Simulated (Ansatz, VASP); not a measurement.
In2O3 in VASP and in Ansatz

The input POSCAR:

```
In2O3
1.0
    2.7435000000      1.5839604635      4.8366666667
   -2.7435000000      1.5839604635      4.8366666667
    0.0000000000     -3.1679209270      4.8366666667
In O
4 6
Direct
    0.3579176280      0.3579176280      0.3579176280
    0.1420823720      0.1420823720      0.1420823720
    0.6420823720      0.6420823720      0.6420823720
    0.8579176280      0.8579176280      0.8579176280
    0.5459193591      0.9540806409      0.2500000000
    0.2500000000      0.5459193591      0.9540806409
    0.9540806409      0.2500000000      0.5459193591
    0.4540806409      0.0459193591      0.7500000000
    0.7500000000      0.4540806409      0.0459193591
    0.0459193591      0.7500000000      0.4540806409
```

File INCAR.step1:

```
  PREC = Accurate
  ENCUT = 520
  ISMEAR = -1
  SIGMA = 0.02
  LREAL = F
  LASPH = T
  NELM = 80
  NBANDS = 55
  GGA = PE
  ALGO = Normal
  EDIFF = 1E-4
  LWAVE = T
  LCHARG = F
```

Contents of INCAR.step2:

```
  PREC = Accurate
  ENCUT = 520
  EDIFF = 1E-8
  ISMEAR = -1
  SIGMA = 0.02
  LREAL = F
  LASPH = T
  NELM = 80
  ALGO = Normal
  ISIF = 2
  LWAVE = F
  LCHARG = F
  METAGGA = R2SCAN
  LMIXTAU = T
  LEFG = T
  NBANDS = 55
  ISTART = 1
```

The input KPOINTS:

```
Automatic mesh
0
Gamma
  7 7 7
```

Input for Ansatz:

```yaml
crystal:
  lattice:
    - [2.7435, 1.5839604635, 4.8366666667]
    - [-2.7435, 1.5839604635, 4.8366666667]
    - [0.0, -3.167920927, 4.8366666667]
  atoms:
    - { symbol: In, position: [0.357917628, 0.357917628, 0.357917628] }
    - { symbol: In, position: [0.142082372, 0.142082372, 0.142082372] }
    - { symbol: In, position: [0.642082372, 0.642082372, 0.642082372] }
    - { symbol: In, position: [0.857917628, 0.857917628, 0.857917628] }
    - { symbol: O, position: [0.5459193591, 0.9540806409, 0.25] }
    - { symbol: O, position: [0.25, 0.5459193591, 0.9540806409] }
    - { symbol: O, position: [0.9540806409, 0.25, 0.5459193591] }
    - { symbol: O, position: [0.4540806409, 0.0459193591, 0.75] }
    - { symbol: O, position: [0.75, 0.4540806409, 0.0459193591] }
    - { symbol: O, position: [0.0459193591, 0.75, 0.4540806409] }
kpoints:
  mp_grid: { grid: [7, 7, 7] }
scf:
  occupations: { method: fermi_dirac, width: 0.02 }
hamiltonian:
  xc: r2scan
  pseudopotentials: { kind: paw }
output:
  forces: true
  stress: true
  populations: true
  efg:
    quadrupole_moments_barn: { In: 0.772, O: -0.02558 }
    contact_densities: true
```

Alike in both runs: task electric field gradients; functional r2SCAN; k mesh 7 × 7 × 7; occupations fermi-dirac, width 0.02 eV; no spin polarisation.

|  | VASP | Ansatz |
| --- | --- | --- |
| version | VASP 6.6.1 | Ansatz 0.2.0 |
| potentials or method | VASP PAW PBE potentials, release 64 (In_d, O) | plane-wave PAW, scalar-relativistic |
| plane-wave cutoff (eV) | 520 | 500 |
| valence electrons in the cell | 88 | 88 |

VASP gave:

```
gap on the k mesh at the Fermi level (eV)                     : 1.88
pressure (GPa)                                                : 3.0
traceless stress, the component that is largest in VASP (GPa) : -0.83
rms of the force components (eV/Å)                            : 0.038
size of Vzz on the site where it differs most (V/Å²)          : 46.4
```

Question: Estimate Ansatz's values.

Answer: gap on the k mesh at the Fermi level (eV): 1.87; pressure (GPa): 1.9; traceless stress, the component that is largest in VASP (GPa): -0.73; rms of the force components (eV/Å): 0.046; size of Vzz on the site where it differs most (V/Å²): 49.1.

VASP's potentials were made for PBE, not for r2SCAN. Atom by atom the forces differ by 0.008 eV/Å (rms over components). The functional is the same, so the differences come from potentials, cutoffs and numerics.
